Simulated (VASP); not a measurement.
# Sn in VASP: a series of runs

Runs on Sn. Level: PBEsol. Tasks: electric field gradients.

Program: VASP 6.6.1. These are calculated values, not measurements. Logs are shortened: lines on timing, memory, paths and dates and some standing lists are left out, and cuts for length are marked.

### 1 The cell of the first run

It takes space group R-3m (No. 166, trigonal). Conventional cell: a = 4.567 Å, b = 4.567 Å, c = 11.356 Å, α = 90.00°, β = 90.00°, γ = 120.00°. Within 3.7 Å of Sn (site symmetry 3m) lie 4 Sn at 2.80 to 2.84 Å.

### 2 Electric field gradients, PBEsol (equal xy, yz and zx shear strains of +1 %)

Contents of INCAR:

```
ALGO = Normal
EDIFF = 1E-8
ENCUT = 520
GGA = PS
ISIF = 2
ISMEAR = -1
LASPH = True
LCHARG = False
LEFG = True
LREAL = False
LWAVE = False
NBANDS = 21
NELM = 60
PREC = Accurate
SIGMA = 0.05
```

Contents of KPOINTS:

```
k-points
0
Gamma
  11 11 11
```

Contents of POSCAR:

```
Sn
1.0
    0.0324560000      3.2618280000      3.2618280000
    3.2618280000      0.0324560000      3.2618280000
    3.2618280000      3.2618280000      0.0324560000
Sn
2
Direct
    0.5000000000      0.5000000000      0.5000000000
    0.7500000000      0.7500000000      0.7500000000
```

Potentials or basis: VASP PAW PBE potentials, release 64 (Sn_d).

Launch:

```
$ cat potpaw_PBE.64/Sn_d/POTCAR > POTCAR
$ mpirun -np 1 vasp_std > vasp.out
```

OUTCAR:

```text
EDIFF = 1E-8
   ENCUT = 520
   GGA = PS
   ISIF = 2
   ISMEAR = -1
   LASPH = True
   LREAL = False
   NELM = 60
   PREC = Accurate

 ion  position               nearest neighbor table
   1  0.500  0.500  0.500-   2 2.80   2 2.80   2 2.80   2 2.84
   2  0.750  0.750  0.750-   1 2.80   1 2.80   1 2.80   1 2.84

  LATTYP: Found a trigonal (rhomboedric) cell.
 ALAT       =     4.6130355727
 COS(alpha) =     0.5099250056

  Lattice vectors:

 A1 = (   0.0324560000,   3.2618280000,   3.2618280000)
 A2 = (   3.2618280000,   0.0324560000,   3.2618280000)
 A3 = (   3.2618280000,   3.2618280000,   0.0324560000)

Analysis of symmetry for initial positions (statically):
=====================================================================
 Subroutine PRICEL returns:
 Original cell was already a primitive cell.

 Routine SETGRP: Setting up the symmetry group for a
 trigonal (rhombohedral) supercell.

 Subroutine GETGRP returns: Found 12 space group operations
 (whereof  6 operations were pure point group operations)
 out of a pool of 12 trial point group operations.

The static configuration has the point symmetry C_3v.
 The point group associated with its full space group is D_3d.

Analysis of symmetry for dynamics (positions and initial velocities):
=====================================================================
 Subroutine PRICEL returns:
 Original cell was already a primitive cell.

 Routine SETGRP: Setting up the symmetry group for a
 trigonal (rhombohedral) supercell.

 Subroutine GETGRP returns: Found 12 space group operations
 (whereof  6 operations were pure point group operations)
 out of a pool of 12 trial point group operations.

The dynamic configuration has the point symmetry C_3v.
 The point group associated with its full space group is D_3d.

 Subroutine INISYM returns: Found 12 space group operations
 (whereof  6 operations are pure point group operations),
 and found     1 'primitive' translations

----------------------------------------------------------------------------------------

                                     Primitive cell

  volume of cell :      68.3727

  direct lattice vectors                    reciprocal lattice vectors
     0.032456000  3.261828000  3.261828000    -0.155595344  0.154062385  0.154062385
     3.261828000  0.032456000  3.261828000     0.154062385 -0.155595344  0.154062385
     3.261828000  3.261828000  0.032456000     0.154062385  0.154062385 -0.155595344

  length of vectors
     4.613035573  4.613035573  4.613035573     0.267731859  0.267731859  0.267731859

  position of ions in fractional coordinates (direct lattice)
     0.500000000  0.500000000  0.500000000
     0.750000000  0.750000000  0.750000000

  ion indices of the primitive-cell ions
   primitive index   ion index
                 1           1
                 2           2

----------------------------------------------------------------------------------------

 KPOINTS: k-points

Automatic generation of k-mesh.
 Grid dimensions read from file:
 generate k-points for:   11   11   11

 Generating k-lattice:

  Cartesian coordinates                     Fractional coordinates (reciprocal lattice)
    -0.014145031  0.014005671  0.014005671     0.090909091  0.000000000  0.000000000
     0.014005671 -0.014145031  0.014005671     0.000000000  0.090909091  0.000000000
     0.014005671  0.014005671 -0.014145031     0.000000000  0.000000000  0.090909091

  Length of vectors
     0.024339260  0.024339260  0.024339260

  Shift w.r.t. Gamma in fractional coordinates (k-lattice)
     0.000000000  0.000000000  0.000000000

 Subroutine IBZKPT returns following result:
 ===========================================

 Found    146 irreducible k-points:

 Following reciprocal coordinates:
            Coordinates               Weight
  0.000000  0.000000  0.000000      1.000000
  0.090909 -0.000000 -0.000000      6.000000
  0.181818  0.000000 -0.000000      6.000000
  0.272727  0.000000  0.000000      6.000000
  0.363636  0.000000  0.000000      6.000000
  0.454545  0.000000  0.000000      6.000000
[... 16 lines left out ...]
 -0.272727  0.181818 -0.000000     12.000000
 -0.181818  0.181818  0.000000      6.000000
 [... further k-points ...]
   k-points           NKPTS =    146   k-points in BZ     NKDIM =    146   number of bands    NBANDS=     21
   number of dos      NEDOS =    301   number of ions     NIONS =      2
   total plane-waves  NPLWV =  46656
   dimension x,y,z NGX =    36 NGY =   36 NGZ =   36
   dimension x,y,z NGXF=    72 NGYF=   72 NGZF=   72
   ions per type =               2
   NGX,Y,Z   is equivalent  to a cutoff of  12.97, 12.97, 12.97 a.u.
   NGXF,Y,Z  is equivalent  to a cutoff of  25.95, 25.95, 25.95 a.u.
 SYSTEM =  unknown system
   PREC   = accura    normal or accurate (medium, high low for compatibility)
   ISTART =      0    job   : 0-new  1-cont  2-samecut
   ICHARG =      2    charge: 1-file 2-atom 10-const
   ISPIN  =      1    spin polarized calculation?
   LNONCOLLINEAR =      F non collinear calculations
   LSORBIT =      F    spin-orbit coupling
   LASPH  =      T    aspherical Exc in radial PAW
   ENCUT  =  520.0 eV  38.22 Ry    6.18 a.u.   8.58  8.58  8.58*2*pi/ulx,y,z
   NELM   =     60;   NELMIN=  2; NELMDL= -5     # of ELM steps
   EDIFF  = 0.1E-07   stopping-criterion for ELM
   LREAL  =      F    real-space projection
   EDIFFG = 0.1E-06   stopping-criterion for IOM
   NSW    =      0    number of steps for IOM
   IBRION =     -1    ionic relax: 0-MD 1-quasi-New 2-CG
   NFREE  =      0    steps in history (QN), initial steepest desc. (CG)
   ISIF   =      2    stress and relaxation
   ISYM   =      2    0-nonsym 1-usesym 2-fastsym
   POTIM  = 0.5000    time-step for ionic-motion
   TEBEG  =    0.0;   TEEND  =   0.0 temperature during run
   PSTRESS=    0.0 pullay stress
   NELECT =      28.0000    total number of electrons
   NUPDOWN=      -1.0000    fix difference up-down
   EMIN   =  10.00;   EMAX   =-10.00  energy-range for DOS
   EFERMI =   0.00;   METHOD = LEGACY
   ISMEAR =    -1;   SIGMA  =   0.05  broadening in eV -4-tet -1-fermi 0-gaus
   EFERMI_NEDOS =   21; number of points for ismear=-14 and -15
   IALGO  =     38    algorithm
   IMIX   =      4    mixing-type and parameters
     AMIX     =   0.40;   BMIX     =  1.00
     AMIX_MAG =   1.60;   BMIX_MAG =  1.00
  volume/ion in A,a.u.               =      34.19       230.70
  Fermi-wavevector in a.u.,A,eV,Ry     =   1.215719  2.297376 20.109051  1.477974
  Thomas-Fermi vector in A             =   2.351097
   LORBIT       =      0    0 simple, 1 ext, 2 COOP (PROOUT), +10 PAW based schemes
   GGA     = PS    functional components
   LHFCALC =     F    Hartree Fock is set to
   AEXX    =    0.0000 exact exchange contribution
   IVDW    =     0    specifies the selected vdW correction
   LEPSILON=     F    determine dielectric tensor
   LRPA    =     F    only Hartree local field effects (RPA)
 non-spin polarized calculation
  energy-cutoff  :      520.00
  volume of cell :       68.37
 maximum number of plane-waves:      1871
   NGX = 17   NGY = 17   NGZ = 17

 number of electron      28.0000003 magnetization

 Free energy of the ion-electron system (eV)
  ---------------------------------------------------
  ext. energy  EPLUGINS =         0.00000000
  ---------------------------------------------------
  free energy    TOTEN  =        -8.45752659 eV

  energy without entropy =       -8.45573585  energy(sigma->0) =       -8.45663122

 E-fermi :   5.4666     XC(G=0):  -9.0632

 val. band max:        5.4195017156   @ k =   0.0909   0.0909   0.0909
 cond. band min:       5.5063459107   @ k =   0.3636   0.0000   0.0000
 fundamental gap:      0.0868441951
 Fermi energy:         5.4665593058

 k-point     1 :       0.0000    0.0000    0.0000
  band No.  band energies     occupation
      1     -16.1265      2.00000
      2     -16.1265      2.00000
      3     -16.1001      2.00000
      4     -16.0573      2.00000
      5     -16.0573      2.00000
      6     -15.7607      2.00000
[... 13 lines left out ...]
     20      13.4521      0.00000
     21      13.4521      0.00000
[... 529 lines left out ...]
 k-point    24 :      -0.1818    0.1818    0.0000
  band No.  band energies     occupation
      1     -16.1624      2.00000
      2     -16.1430      2.00000
      3     -16.0935      2.00000
      4     -16.0130      2.00000
      5     -15.9849      2.00000
      6     -15.8278      2.00000
[... 13 lines left out ...]
     20      13.0173      0.00000
     21      13.3661      0.00000

 [... further k-points ...]

------------------------ aborting loop because EDIFF is reached ----------------------------------------

  FORCE on cell =-STRESS in cart. coord.  units (eV):
  Direction    XX          YY          ZZ          XY          YZ          ZX
  --------------------------------------------------------------------------------------
  -------------------------------------------------------------------------------------
  Total        0.4021216      0.4021216      0.4021216     -0.2127384     -0.2127384     -0.2127384
  in kB        9.4229189      9.4229189      9.4229189     -4.9851015     -4.9851015     -4.9851015
  external PRESSURE =       9.4229189 kB  Pullay stress =       0.0000000 kB

 VOLUME and BASIS-vectors are now :
 -----------------------------------------------------------------------------
  energy-cutoff  :      520.00
  volume of cell :       68.37
      direct lattice vectors                 reciprocal lattice vectors
     0.032456000  3.261828000  3.261828000    -0.155595344  0.154062385  0.154062385
     3.261828000  0.032456000  3.261828000     0.154062385 -0.155595344  0.154062385
     3.261828000  3.261828000  0.032456000     0.154062385  0.154062385 -0.155595344

 POSITION                                       TOTAL-FORCE (eV/Angst)
 -----------------------------------------------------------------------------------
      3.27806      3.27806      3.27806         0.087998      0.087998      0.087998
      4.91708      4.91708      4.91708        -0.087998     -0.087998     -0.087998
 -----------------------------------------------------------------------------------
    total drift:                                0.000000      0.000000      0.000000

  FREE ENERGIE OF THE ION-ELECTRON SYSTEM (eV)
  ---------------------------------------------------
  free  energy   TOTEN  =        -8.4575265889 eV

  energy  without entropy=       -8.4557358520  energy(sigma->0) =       -8.45663122

 Electric field gradients (V/A^2)
---------------------------------------------------------------------
 ion       V_xx      V_yy      V_zz      V_xy      V_xz      V_yz
---------------------------------------------------------------------
   1      -0.000    -0.000     0.000     7.328     7.328     7.328
   2      -0.000    -0.000     0.000     7.328     7.328     7.328
---------------------------------------------------------------------

 Electric field gradients after diagonalization (V/A^2)
 (convention: |V_zz| > |V_xx| > |V_yy|)
----------------------------------------------------------------------
 ion       V_xx      V_yy      V_zz     asymmetry (V_yy - V_xx)/ V_zz
----------------------------------------------------------------------
   1      -7.328    -7.328    14.656       0.000
   2      -7.328    -7.328    14.656       0.000
----------------------------------------------------------------------

           NMR quadrupolar parameters

 Cq : quadrupolar parameter    Cq=e*Q*V_zz/h
 eta: asymmetry parameters     (V_yy - V_xx)/ V_zz
 Q  : nuclear electric quadrupole moment in mb (millibarn)
----------------------------------------------------------------------
 ion       Cq(MHz)       eta       Q (mb)
----------------------------------------------------------------------
   1       0.035       0.000       1.000
   2       0.035       0.000       1.000
----------------------------------------------------------------------
```

Wall time 2.6 min (1 thread of Intel Xeon Platinum 8259CL at 2.50GHz (Skylake/Cascade Lake), shared host); peak memory 0.31 GiB.

Results:

* Free energy: -8.4575 eV
* Pressure: 0.9 GPa
* Largest force: 0.152 eV/Å
* Band gap on the k mesh: zero (bands 14 and 15 overlap by 0.17 eV)
* Largest electric field gradient by atom: Sn +14.7 V/Å²

Forces on the atoms (eV/Å):
```
Sn   0.088  0.088  0.088
Sn  -0.088 -0.088 -0.088
```

Electric field gradients, principal values (V/Å²):
```
atom   least  middle  greatest (by size)
1 Sn  -7.328  -7.328              14.656
2 Sn  -7.328  -7.328              14.656
```

Caveat: the cell differs from its parent crystal (equal xy, yz and zx shear strains of +1 %); without QUAD_EFG the Cq values of the log hold for a quadrupole moment of 1 mb, not for the nuclei; the PAW data sets were made with another functional, which shifts forces and pressure a little; spin-orbit coupling is left out, which moves the levels of the heavy elements.

### 3 Electric field gradients, PBEsol (32.82 Å³/atom)

This run uses another cell than the first one, of 32.82 Å³/atom.

INCAR is that of step 2.

KPOINTS is that of step 2.

Contents of POSCAR:

```
Sn
1.0
    0.0000000000      3.2017351634      3.2017351634
    3.2017351634      0.0000000000      3.2017351634
    3.2017351634      3.2017351634      0.0000000000
Sn
2
Direct
    0.5000000000      0.5000000000      0.5000000000
    0.7500000000      0.7500000000      0.7500000000
```

Potentials or basis: VASP PAW PBE potentials, release 64 (Sn_d).

Launch:

```
$ cat potpaw_PBE.64/Sn_d/POTCAR > POTCAR
$ mpirun -np 1 vasp_std > vasp.out
```

OUTCAR:

```text
EDIFF = 1E-8
   ENCUT = 520
   GGA = PS
   ISIF = 2
   ISMEAR = -1
   LASPH = True
   LREAL = False
   NELM = 60
   PREC = Accurate

 ion  position               nearest neighbor table
   1  0.500  0.500  0.500-   2 2.77   2 2.77   2 2.77   2 2.77
   2  0.750  0.750  0.750-   1 2.77   1 2.77   1 2.77   1 2.77

  LATTYP: Found a face centered cubic cell.
 ALAT       =     6.4034703268

  Lattice vectors:

 A1 = (   0.0000000000,   3.2017351634,   3.2017351634)
 A2 = (   3.2017351634,   0.0000000000,   3.2017351634)
[... 791 lines left out ...]
  free  energy   TOTEN  =        -8.4270131467 eV

  energy  without entropy=       -8.4256351519  energy(sigma->0) =       -8.42632415

 Electric field gradients (V/A^2)
---------------------------------------------------------------------
 ion       V_xx      V_yy      V_zz      V_xy      V_xz      V_yz
---------------------------------------------------------------------
   1       0.000     0.000    -0.000    -0.001    -0.001    -0.001
   2       0.000     0.000    -0.000    -0.001    -0.001    -0.001
---------------------------------------------------------------------

 Electric field gradients after diagonalization (V/A^2)
 (convention: |V_zz| > |V_xx| > |V_yy|)
----------------------------------------------------------------------
 ion       V_xx      V_yy      V_zz     asymmetry (V_yy - V_xx)/ V_zz
----------------------------------------------------------------------
   1       0.001     0.001    -0.003       0.000
   2       0.001     0.001    -0.003       0.000
----------------------------------------------------------------------

           NMR quadrupolar parameters

 Cq : quadrupolar parameter    Cq=e*Q*V_zz/h
 eta: asymmetry parameters     (V_yy - V_xx)/ V_zz
 Q  : nuclear electric quadrupole moment in mb (millibarn)
----------------------------------------------------------------------
 ion       Cq(MHz)       eta       Q (mb)
----------------------------------------------------------------------
   1      -0.000       0.000       1.000
   2      -0.000       0.000       1.000
----------------------------------------------------------------------
```

OSZICAR:

```text
N       E                     dE             d eps       ncg     rms          rms(c)
DAV:   1     0.232231129203E+03    0.23223E+03   -0.14867E+04  2377   0.198E+03
DAV:   2     0.174127197528E+02   -0.21482E+03   -0.21023E+03  2377   0.452E+02
DAV:   3    -0.770534219930E+01   -0.25118E+02   -0.24978E+02  2732   0.142E+02
DAV:   4    -0.851715665295E+01   -0.81181E+00   -0.81146E+00  2642   0.290E+01
DAV:   5    -0.854486035935E+01   -0.27704E-01   -0.27703E-01  3463   0.522E+00    0.348E+00
DAV:   6    -0.846436600717E+01    0.80494E-01   -0.42526E-02  3170   0.268E+00    0.198E+00
DAV:   7    -0.842574767820E+01    0.38618E-01   -0.59161E-02  2923   0.262E+00    0.169E-01
DAV:   8    -0.842676851086E+01   -0.10208E-02   -0.75085E-03  2577   0.101E+00    0.546E-02
DAV:   9    -0.842700708487E+01   -0.23857E-03   -0.39538E-04  2934   0.183E-01    0.134E-02
DAV:  10    -0.842701187772E+01   -0.47929E-05   -0.18229E-05  2931   0.382E-02    0.526E-03
DAV:  11    -0.842701329403E+01   -0.14163E-05   -0.30189E-06  2888   0.128E-02    0.827E-04
DAV:  12    -0.842701315870E+01    0.13533E-06   -0.25450E-07  2962   0.637E-03    0.318E-04
DAV:  13    -0.842701313422E+01    0.24484E-07   -0.15395E-08  2169   0.916E-04    0.644E-05
DAV:  14    -0.842701314853E+01   -0.14305E-07   -0.18051E-09  1566   0.470E-04    0.206E-05
DAV:  15    -0.842701314671E+01    0.18181E-08   -0.57906E-10  1441   0.283E-04
   1 F= -.84270131E+01 E0= -.84263241E+01  d E =-.137799E-02
```

Wall time 41 s (1 thread of Intel Xeon Platinum 8488C (Sapphire Rapids), shared host); peak memory 0.23 GiB.

Results:

| Item | Value |
| --- | --- |
| Free energy | -8.4270 eV |
| Pressure | 3.0 GPa |
| Band gap on the k mesh | zero (bands 14 and 15 overlap by 0.05 eV) |
| Largest electric field gradient by atom | zero within the noise of the run |

Levels at points of the mesh, in eV from the Fermi level:
| k point | band 10 | band 11 | band 12 | band 13 | band 14 | band 15 | band 16 | band 17 | band 18 | band 19 |
| --- | --- | --- | --- | --- | --- | --- | --- | --- | --- | --- |
| (0.00, 0.00, 0.00) | -21.28 | -10.93 | -0.43 | 0.07 | 0.07 | 0.07 | 2.14 | 2.14 | 2.14 | 4.87 |

Caveat: the PAW data sets were made with another functional, which shifts forces and pressure a little; spin-orbit coupling is left out, which moves the levels of the heavy elements.

(Part 1 of 2 ends here.)
